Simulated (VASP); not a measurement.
Crystal: Li.

```
Li
1.0
     3.03914    0.00000    0.00000
    -1.01305    2.86533    0.00000
    -1.01305   -1.43267    2.48145
Li
1
Cartesian
  0.0000 0.0000 0.0000
```

```yaml
Program: VASP 6.6.1
Task: relaxation of cell and atoms
Functional: PBEsol
Potentials_or_basis: VASP PAW PBE potentials, release 64 (Li_sv)
Cutoff: 600 eV
k_mesh: 8 × 8 × 8
Occupations: fermi-dirac, width 0.1 eV
Spin: no spin polarisation
```

At the start: pressure -0.9 GPa; volume 21.61 Å³/atom.

Question: Where does the relaxation end?

Answer: Over 3 steps the energy falls by 4.4 meV/atom and the volume is 20.26 Å³/atom (-6.2 %); space group Im-3m (No. 229, to 0.05 Å).

Step by step:
```
step  energy change (eV)  largest force (eV/Å)  pressure (GPa)  volume (Å³)
   1              0.0000                0.0000           -0.88        21.61
   2             -0.0018                0.0000           -0.70        21.24
   3             -0.0044                0.0000           -0.13        20.26
```

Final structure:
```xyz
1
Lattice="2.9746 0.0000 0.0000 -0.9915 2.8045 0.0000 -0.9915 -1.4023 2.4288" Properties=species:S:1:pos:R:3 pbc="T T T"
Li   -0.9915   -1.4023    2.4288
```

Caveat: the cutoff is under 1.25 times the usual one of these potentials, so pressure, stress and relaxed cells hold a basis-set (Pulay) error; the PAW data sets were made with another functional, which shifts forces and pressure a little.
